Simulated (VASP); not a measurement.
# Mg5Cd3O8 (P1) in VASP: single point with PBEsol

Aim: the single point of Mg5Cd3O8 with PBEsol.

Program: VASP 6.6.1. These are calculated values, not measurements. Logs are shortened: lines on timing, memory, paths and dates and some standing lists are left out, and cuts for length are marked.

## (1) The cell of the first run

The typed cell holds 64 atoms: a = 8.844 Å, b = 8.844 Å, c = 8.844 Å, α = 90.00°, β = 90.00°, γ = 90.00°.

## (2) Single point, PBEsol

INCAR

```
SYSTEM = Mg5Cd3O8
PREC = Accurate
ENCUT = 520
EDIFF = 1E-6
ISMEAR = -1
SIGMA = 0.05
LREAL = Auto
LASPH = .True.
NELM = 100
ALGO = Normal
ISIF = 2
LWAVE = .False.
LCHARG = .True.
GGA = PS
LELF = .True.
LVHAR = .True.
NBANDS = 226
ISYM = 0
```

KPOINTS

```
Automatic mesh
0
Gamma
  1 1 1
  0.25 0.25 0.25
```

POSCAR

```
Mg5Cd3O8
1.0
    8.8436664393      0.0000000000      0.0000000000
    0.0000000000      8.8436664393      0.0000000000
    0.0000000000      0.0000000000      8.8436664393
O Mg Cd
32 20 12
Direct
    0.2360610000      0.9855560000      0.0117290000
    0.2639000000      0.9984910000      0.4901650000
    0.2366500000      0.5148140000      0.9846750000
    0.2636830000      0.5007580000      0.5118350000
    0.7612400000      0.9879750000      0.0001210000
    0.7387630000      0.0094100000      0.5017620000
    0.7629170000      0.5150350000      0.9852200000
    0.7373990000      0.4874890000      0.5141630000
    0.0002210000      0.2496910000      0.0021970000
    0.0023080000      0.2495580000      0.5016360000
    0.0022710000      0.7502910000      0.0108710000
    0.0177240000      0.7484100000      0.4827730000
    0.4985460000      0.2508660000      0.9834770000
    0.4977570000      0.2500090000      0.5103230000
    0.4964940000      0.7498530000      0.0025190000
    0.4896160000      0.7499600000      0.5005390000
    0.9979760000      0.9988820000      0.2386910000
    0.9859660000      0.0139660000      0.7646380000
    0.0001110000      0.4958190000      0.2333200000
    0.9965390000      0.4873970000      0.7609400000
    0.5040880000      0.9889200000      0.2623230000
    0.5125450000      0.0003190000      0.7377750000
    0.5018510000      0.5142660000      0.2661340000
    0.5026290000      0.4996540000      0.7393130000
    0.2376400000      0.2345140000      0.2651400000
    0.2494500000      0.2612380000      0.7361540000
    0.2521740000      0.7614520000      0.2497100000
    0.2625260000      0.7399400000      0.7481050000
    0.7630220000      0.2344750000      0.2651450000
    0.7487270000      0.2494970000      0.7387010000
    0.7518180000      0.7632500000      0.2391880000
    0.7379780000      0.7516820000      0.7601590000
    0.9978010000      0.9973510000      0.0031780000
    0.0000490000      0.5028660000      0.9966760000
    0.5007960000      0.9990450000      0.5006820000
    0.4989580000      0.5004450000      0.5058970000
    0.2529280000      0.2493020000      0.5020910000
    0.2481600000      0.7500830000      0.0023170000
    0.2570700000      0.7496500000      0.4973860000
    0.7477080000      0.2473240000      0.5038530000
    0.7530650000      0.7522370000      0.9999020000
    0.2475940000      0.9960350000      0.2524860000
    0.2531000000      0.5002140000      0.7475270000
    0.7526110000      0.9975980000      0.2506350000
    0.7478930000      0.0022740000      0.7503840000
    0.7478720000      0.4974080000      0.7499220000
    0.0002480000      0.2437070000      0.2501500000
    0.9973460000      0.2517390000      0.7493670000
    0.0032750000      0.7557530000      0.2436050000
    0.5026170000      0.2522310000      0.7414420000
    0.4980420000      0.7544760000      0.2528370000
    0.5003350000      0.7484030000      0.7465020000
    0.0006040000      0.0005300000      0.4992690000
    0.0017820000      0.4978390000      0.5005610000
    0.5007370000      0.9970720000      0.9999620000
    0.5001010000      0.5036060000      0.9967530000
    0.2464070000      0.2503110000      0.9988090000
    0.7528960000      0.2493910000      0.9986390000
    0.7474060000      0.7499780000      0.4995170000
    0.2511600000      0.0005170000      0.7495720000
    0.2494810000      0.5013610000      0.2505500000
    0.7519840000      0.5007160000      0.2497220000
    0.0004780000      0.7488290000      0.7531070000
    0.5003300000      0.2469780000      0.2557910000
```

Potentials or basis: VASP PAW PBE potentials, release 64 (O, Mg, Cd).

Launch:

```bash
$ cat potpaw_PBE.64/O/POTCAR potpaw_PBE.64/Mg/POTCAR potpaw_PBE.64/Cd/POTCAR > POTCAR
$ mpirun -np 1 vasp_std > vasp.out
```

OUTCAR:

```text
SYSTEM = Mg5Cd3O8
   PREC = Accurate
   ENCUT = 520
   EDIFF = 1E-6
   ISMEAR = -1
   LREAL = Auto
   LASPH = .True.
   NELM = 100
   ISIF = 2
   GGA = PS
   ISYM = 0

 ion  position               nearest neighbor table
   1  0.236  0.986  0.012-  38 2.09  33 2.11  42 2.13  60 2.33  55 2.35  57 2.35
   2  0.264  0.998  0.490-  35 2.10  42 2.11  39 2.20  37 2.22  60 2.30  53 2.33
   3  0.237  0.515  0.985-  38 2.09  34 2.10  43 2.11  56 2.33  57 2.34  61 2.36
   4  0.264  0.501  0.512-  36 2.08  43 2.09  39 2.21  37 2.23  61 2.31  54 2.32
   5  0.761  0.988  0.000-  41 2.09  33 2.09  45 2.22  44 2.22  55 2.31  58 2.31
   6  0.739  0.009  0.502-  40 2.11  35 2.11  45 2.20  44 2.23  59 2.30  53 2.32
[... 67 lines left out ...]
                            44 3.11  40 3.13  49 3.13  60 3.13  37 3.13  48 3.14  59 3.15  45 3.15
  54  0.002  0.498  0.501-  10 2.20  12 2.23  20 2.31   4 2.32   8 2.34  19 2.36  48 3.10  61 3.11
                            43 3.12  37 3.12  62 3.13  46 3.15  63 3.15  47 3.16  40 3.16  59 3.17
  55  0.501  0.997  1.000-  15 2.19  13 2.25   5 2.31  22 2.32  21 2.32   1 2.35  51 3.10  45 3.11
                            41 3.11  38 3.12  60 3.13  52 3.14  44 3.14  58 3.15  42 3.16  64 3.16
  56  0.500  0.504  0.997-  15 2.18  13 2.24  24 2.28   7 2.33   3 2.33  23 2.38  46 3.09  52 3.10
                            43 3.10  38 3.12  41 3.14  61 3.15  62 3.16  50 3.17  51 3.17  57 3.17
  57  0.246  0.250  0.999-   9 2.18  13 2.23  26 2.32   3 2.34   1 2.35  25 2.36  47 3.11  48 3.12
                            34 3.12  60 3.12  43 3.13  33 3.14  61 3.14  56 3.17  55 3.17  42 3.18
  58  0.753  0.249  0.999-   9 2.19  13 2.25  30 2.30   5 2.31   7 2.35  29 2.36  48 3.09  45 3.10
                            46 3.11  33 3.11  47 3.12  34 3.13  62 3.14  44 3.15  55 3.15  56 3.17
  59  0.747  0.750  0.500-  16 2.28   6 2.30  31 2.31  32 2.31   8 2.33  12 2.40  52 3.09  35 3.10
                            51 3.10  44 3.11  36 3.11  62 3.12  46 3.15  45 3.15  53 3.15  54 3.17
  60  0.251  0.001  0.750-   2 2.30  28 2.31  26 2.31  22 2.31   1 2.33  18 2.35  37 3.10  35 3.12
                            57 3.12  55 3.13  53 3.13  52 3.13  63 3.14  39 3.15  38 3.15  50 3.15
  61  0.249  0.501  0.251-  19 2.21  23 2.24  27 2.30   4 2.31   3 2.36  25 2.37  39 3.10  38 3.11
                            54 3.11  49 3.13  51 3.14  57 3.14  34 3.15  37 3.15  56 3.15  36 3.16
  62  0.752  0.501  0.250-  19 2.20  23 2.22  31 2.32   7 2.34   8 2.35  29 2.36  59 3.12  54 3.13
                            34 3.13  41 3.14  58 3.14  56 3.16  47 3.16  64 3.16  49 3.17  40 3.17
  63  0.000  0.749  0.753-  11 2.28  20 2.31  28 2.32  32 2.32  18 2.35  12 2.40  34 3.06  41 3.09
                            38 3.11  33 3.12  43 3.13  60 3.14  54 3.15  46 3.15  53 3.16  45 3.16
  64  0.500  0.247  0.256-  14 2.25  21 2.28  25 2.33  29 2.33  23 2.37  13 2.41  35 3.08  37 3.09
                            40 3.10  44 3.14  36 3.15  42 3.15  61 3.16  62 3.16  55 3.16  58 3.19

IMPORTANT INFORMATION: All symmetrisations will be switched off!
NOSYMM: (Re-)initialisation of all symmetry stuff for point group C_1.

----------------------------------------------------------------------------------------

                                     Primitive cell

  volume of cell :     691.6670

  direct lattice vectors                    reciprocal lattice vectors
     8.843666439  0.000000000  0.000000000     0.113075273  0.000000000  0.000000000
     0.000000000  8.843666439  0.000000000     0.000000000  0.113075273  0.000000000
     0.000000000  0.000000000  8.843666439     0.000000000  0.000000000  0.113075273

  length of vectors
     8.843666439  8.843666439  8.843666439     0.113075273  0.113075273  0.113075273

  position of ions in fractional coordinates (direct lattice)
     0.236061000  0.985556000  0.011729000
     0.263900000  0.998491000  0.490165000
     0.236650000  0.514814000  0.984675000
     0.263683000  0.500758000  0.511835000
     0.761240000  0.987975000  0.000121000
     0.738763000  0.009410000  0.501762000
[... 56 lines left out ...]
     0.000478000  0.748829000  0.753107000
     0.500330000  0.246978000  0.255791000

  ion indices of the primitive-cell ions
   primitive index   ion index
                 1           1
                 2           2
                 3           3
                 4           4
                 5           5
                 6           6
[... 56 lines left out ...]
                63          63
                64          64

----------------------------------------------------------------------------------------

 KPOINTS: Automatic mesh

Automatic generation of k-mesh.
 Grid dimensions read from file:
 generate k-points for:    1    1    1

 Generating k-lattice:

  Cartesian coordinates                     Fractional coordinates (reciprocal lattice)
     0.113075273  0.000000000  0.000000000     1.000000000  0.000000000  0.000000000
     0.000000000  0.113075273  0.000000000     0.000000000  1.000000000  0.000000000
     0.000000000  0.000000000  0.113075273     0.000000000  0.000000000  1.000000000

  Length of vectors
     0.113075273  0.113075273  0.113075273

  Shift w.r.t. Gamma in fractional coordinates (k-lattice)
     0.250000000  0.250000000  0.250000000

 Subroutine IBZKPT returns following result:
 ===========================================

 Found      4 irreducible k-points:

 Following reciprocal coordinates:
            Coordinates               Weight
  0.250000  0.250000  0.250000      2.000000
 -0.250000  0.250000  0.250000      2.000000
 -0.250000 -0.250000  0.250000      2.000000
  0.250000 -0.250000  0.250000      2.000000
   k-points           NKPTS =      4   k-points in BZ     NKDIM =      4   number of bands    NBANDS=    226
   number of dos      NEDOS =    301   number of ions     NIONS =     64
   total plane-waves  NPLWV = 343000
   dimension x,y,z NGX =    70 NGY =   70 NGZ =   70
   dimension x,y,z NGXF=   140 NGYF=  140 NGZF=  140
   ions per type =              32  20  12
   NGX,Y,Z   is equivalent  to a cutoff of  13.16, 13.16, 13.16 a.u.
   NGXF,Y,Z  is equivalent  to a cutoff of  26.32, 26.32, 26.32 a.u.
 SYSTEM =  Mg5Cd3O8
   PREC   = accura    normal or accurate (medium, high low for compatibility)
   ISTART =      0    job   : 0-new  1-cont  2-samecut
   ICHARG =      2    charge: 1-file 2-atom 10-const
   ISPIN  =      1    spin polarized calculation?
   LNONCOLLINEAR =      F non collinear calculations
   LSORBIT =      F    spin-orbit coupling
   LASPH  =      T    aspherical Exc in radial PAW
   ENCUT  =  520.0 eV  38.22 Ry    6.18 a.u.  16.44 16.44 16.44*2*pi/ulx,y,z
   NELM   =    100;   NELMIN=  2; NELMDL= -5     # of ELM steps
   EDIFF  = 0.1E-05   stopping-criterion for ELM
   LREAL  =      T    real-space projection
   EDIFFG = 0.1E-04   stopping-criterion for IOM
   NSW    =      0    number of steps for IOM
   IBRION =     -1    ionic relax: 0-MD 1-quasi-New 2-CG
   NFREE  =      0    steps in history (QN), initial steepest desc. (CG)
   ISIF   =      2    stress and relaxation
   ISYM   =      0    0-nonsym 1-usesym 2-fastsym
   POTIM  = 0.5000    time-step for ionic-motion
   TEBEG  =    0.0;   TEEND  =   0.0 temperature during run
   PSTRESS=    0.0 pullay stress
   NELECT =     376.0000    total number of electrons
   NUPDOWN=      -1.0000    fix difference up-down
   EMIN   =  10.00;   EMAX   =-10.00  energy-range for DOS
   EFERMI =   0.00;   METHOD = LEGACY
   ISMEAR =    -1;   SIGMA  =   0.05  broadening in eV -4-tet -1-fermi 0-gaus
   EFERMI_NEDOS =   21; number of points for ismear=-14 and -15
   IALGO  =     38    algorithm
   IMIX   =      4    mixing-type and parameters
     AMIX     =   0.40;   BMIX     =  1.00
     AMIX_MAG =   1.60;   BMIX_MAG =  1.00
  volume/ion in A,a.u.               =      10.81        72.93
  Fermi-wavevector in a.u.,A,eV,Ry     =   1.336098  2.524860 24.288560  1.785159
  Thomas-Fermi vector in A             =   2.464751
   LORBIT       =      0    0 simple, 1 ext, 2 COOP (PROOUT), +10 PAW based schemes
   GGA     = PS    functional components
   LHFCALC =     F    Hartree Fock is set to
   AEXX    =    0.0000 exact exchange contribution
   IVDW    =     0    specifies the selected vdW correction
   LEPSILON=     F    determine dielectric tensor
   LRPA    =     F    only Hartree local field effects (RPA)
 non-spin polarized calculation
  energy-cutoff  :      520.00
  volume of cell :      691.67
 maximum number of plane-waves:     18604
 NGX is ok and might be reduce to    70
   NGX = 33   NGY = 33   NGZ = 33

 number of electron     375.9999994 magnetization

 Free energy of the ion-electron system (eV)
  ---------------------------------------------------
  ext. energy  EPLUGINS =         0.00000000
  ---------------------------------------------------
  free energy    TOTEN  =      -348.03291585 eV

  energy without entropy =     -348.03291585  energy(sigma->0) =     -348.03291585

 E-fermi :   3.9576     XC(G=0): -11.5510

 val. band max:        2.7153961457   @ k =   0.2500   0.2500   0.2500
 cond. band min:       5.2906010944   @ k =   0.2500   0.2500   0.2500
 fundamental gap:      2.5752049487
 Fermi energy:         3.9575758257

 k-point     1 :       0.2500    0.2500    0.2500
  band No.  band energies     occupation
      1     -14.6260      2.00000
      2     -14.4378      2.00000
      3     -14.2654      2.00000
      4     -14.2281      2.00000
      5     -14.2005      2.00000
      6     -14.0579      2.00000
[... 801 lines left out ...]
    199       8.5342      0.00000
    200       8.7992      0.00000
 [bands above 200 left out]

------------------------ aborting loop because EDIFF is reached ----------------------------------------

  FORCE on cell =-STRESS in cart. coord.  units (eV):
  Direction    XX          YY          ZZ          XY          YZ          ZX
  --------------------------------------------------------------------------------------
  -------------------------------------------------------------------------------------
  Total        2.8997935      2.9658004      1.4349449     -0.3206584     -2.2504620     -1.9642001
  in kB        6.7170812      6.8699795      3.3239062     -0.7427731     -5.2129698     -4.5498727
  external PRESSURE =       5.6369889 kB  Pullay stress =       0.0000000 kB

 VOLUME and BASIS-vectors are now :
 -----------------------------------------------------------------------------
  energy-cutoff  :      520.00
  volume of cell :      691.67
      direct lattice vectors                 reciprocal lattice vectors
     8.843666439  0.000000000  0.000000000     0.113075273  0.000000000  0.000000000
     0.000000000  8.843666439  0.000000000     0.000000000  0.113075273  0.000000000
     0.000000000  0.000000000  8.843666439     0.000000000  0.000000000  0.113075273

 POSITION                                       TOTAL-FORCE (eV/Angst)
 -----------------------------------------------------------------------------------
      2.08764      8.71593      0.10373        -0.058976     -0.061815      0.090881
      2.33384      8.83032      4.33486         0.069579     -0.003751     -0.087236
      2.09285      4.55284      8.70814        -0.062730      0.088979     -0.060635
      2.33192      4.42854      4.52650         0.054103     -0.025376      0.055837
      6.73215      8.73732      0.00107         0.077722     -0.079944     -0.002165
      6.53337      0.08322      4.43742        -0.068996      0.089071      0.000629
[... 56 lines left out ...]
      0.00423      6.62239      6.66023         0.000238      0.003040     -0.010523
      4.42475      2.18419      2.26213         0.002374      0.014723     -0.022268
 -----------------------------------------------------------------------------------
    total drift:                               -0.003881      0.002432      0.005919

  FREE ENERGIE OF THE ION-ELECTRON SYSTEM (eV)
  ---------------------------------------------------
  free  energy   TOTEN  =      -348.0329158471 eV

  energy  without entropy=     -348.0329158470  energy(sigma->0) =     -348.03291585
```

It took 18 min on 1 thread of Intel Xeon Platinum 8375C at 2.90GHz (Ice Lake), shared host; peak memory 0.93 GiB.

Results:

- Free energy: -348.0329 eV
- Pressure: 0.6 GPa
- Largest force: 0.129 eV/Å
- Band gap on the k mesh: 2.58 eV

Forces in eV/Å, atoms in the order of the input:
```
O   -0.059 -0.062  0.091
O    0.070 -0.004 -0.087
O   -0.063  0.089 -0.061
O    0.054 -0.025  0.056
O    0.078 -0.080 -0.002
O   -0.069  0.089  0.001
O    0.067  0.058 -0.088
O   -0.070 -0.065  0.087
O   -0.003 -0.003  0.003
O   -0.001 -0.004 -0.003
O   -0.009 -0.012  0.076
O    0.075  0.003 -0.073
O    0.015  0.007 -0.063
O   -0.009 -0.004  0.088
O   -0.004  0.004  0.007
O   -0.080  0.008  0.007
O    0.015  0.019 -0.061
O   -0.086  0.055  0.058
O    0.015  0.008 -0.065
O   -0.003 -0.082  0.082
O   -0.002 -0.092  0.069
O    0.082  0.006 -0.074
O   -0.024  0.050  0.051
O    0.012  0.008 -0.076
O   -0.067 -0.058  0.082
O    0.007  0.082 -0.076
O   -0.015  0.070 -0.013
O    0.071 -0.081 -0.001
O    0.064 -0.084  0.060
O    0.010  0.012 -0.070
O   -0.004  0.079 -0.084
O   -0.071  0.000  0.081
Mg  -0.004 -0.002  0.008
Mg  -0.004  0.005 -0.006
Mg   0.001 -0.003  0.005
Mg  -0.001  0.000  0.011
Mg   0.005  0.002  0.005
Mg  -0.004  0.000  0.004
Mg   0.012  0.002 -0.002
Mg  -0.004 -0.002  0.005
Mg   0.004  0.001  0.003
Mg  -0.005 -0.005  0.000
Mg   0.004 -0.004 -0.003
Mg   0.004 -0.003  0.000
Mg  -0.004  0.004  0.000
Mg  -0.004 -0.005  0.000
Mg   0.000 -0.006 -0.002
Mg  -0.003  0.006  0.002
Mg   0.004  0.004 -0.012
Mg   0.001  0.002 -0.018
Mg   0.000  0.007  0.002
Mg   0.000 -0.003 -0.007
Cd  -0.001 -0.005  0.006
Cd  -0.005  0.003 -0.006
Cd  -0.005  0.012  0.002
Cd   0.001 -0.011  0.015
Cd   0.005  0.002  0.007
Cd  -0.008  0.006  0.012
Cd   0.011 -0.008 -0.003
Cd  -0.004  0.004  0.007
Cd   0.004 -0.008 -0.005
Cd  -0.001 -0.006  0.000
Cd   0.000  0.003 -0.011
Cd   0.002  0.015 -0.022
```

Stress tensor (GPa, compression positive):
```
 0.67 -0.07 -0.45
-0.07  0.69 -0.52
-0.45 -0.52  0.33
```

Levels at points of the mesh, in eV from the valence-band top:
| k point | band 185 | band 186 | band 187 | band 188 | band 189 | band 190 | band 191 | band 192 |
| --- | --- | --- | --- | --- | --- | --- | --- | --- |
| (0.25, 0.25, 0.25) | -0.26 | -0.18 | -0.09 | 0.00 | 2.58 | 3.46 | 4.26 | 4.35 |

Caveat: the PAW data sets were made with another functional, which shifts forces and pressure a little; a shifted mesh leaves out Γ, where band edges can lie. A k mesh can miss the band edges.
